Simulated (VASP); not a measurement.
Cd: relaxation of cell and atoms with r2SCAN+D4

Crystal: Cd.

```xyz
1
Lattice="0.0000 2.2182 2.2182 2.2182 0.0000 2.2182 2.2182 2.2182 0.0000" Properties=species:S:1:pos:R:3 pbc="T T T"
Cd    0.0000    0.0000    0.0000
```

```
Program                : VASP 6.6.1
Task                   : relaxation of cell and atoms
Functional             : r2SCAN
Dispersion             : D4
Potentials or basis    : VASP PAW PBE potentials, release 64 (Cd)
Cutoff                 : 600 eV
k mesh                 : 10 × 10 × 10
Occupations            : methfessel-paxton, width 0.1 eV
Spin                   : no spin polarisation
Dipole correction      : no
Further INCAR settings : ALGO = Normal; EDIFF = 1e-06; IBRION = 2; EDIFFG = -0.01; NSW = 80; ISIF = 3
```

```
Relaxed volume                         : 21.46 Å³/atom
Relaxed cell                           : a = 3.119 Å, b = 3.119 Å, c = 3.119 Å, α = 60.00°, β = 60.00°, γ = 60.00°
Space group after relaxing (to 0.05 Å) : Fm-3m (No. 225)
Energy gained by relaxing              : 1.1 meV/atom
Ionic steps                            : 2
Pressure after relaxing                : 0.0 GPa
Band gap on the k mesh                 : zero (band 6 reaches 4.06 eV, above the bottom of band 7 at 1.62 eV)
Dispersion energy per atom             : -0.142 eV
```

Step by step:
```
step  energy change (eV)  largest force (eV/Å)  pressure (GPa)  volume (Å³)
   1              0.0000                0.0000           -0.85        21.83
   2             -0.0011                0.0000           -0.03        21.46
```

Final structure:
```
Cd
1.0
     0.00000    2.20574    2.20574
     2.20574    0.00000    2.20574
     2.20574    2.20574    0.00000
Cd
1
Cartesian
  2.2057 0.0000 2.2057
```

Levels at points of the mesh, in eV from the Fermi level:
```csv
k point,band 4,band 5,band 6,band 7,band 8,band 9
"(0.00, 0.00, 0.00)",-9.45,-9.33,-9.33,14.30,15.71,15.71
"(0.50, 0.00, 0.00)",-8.94,-8.94,-2.67,-1.49,13.19,13.19
"(0.50, 0.50, 0.00)",-8.83,-8.83,-1.12,1.45,7.04,7.04
```

Wall time 45 s on 1 thread of Intel(R) Xeon(R) 6975P-C (Granite Rapids), on a shared host, peak memory 0.17 GiB.

Caveat: the PAW data sets were made with another functional, which shifts forces and pressure a little; pairwise dispersion overbinds metals, which lowers pressure and volume.
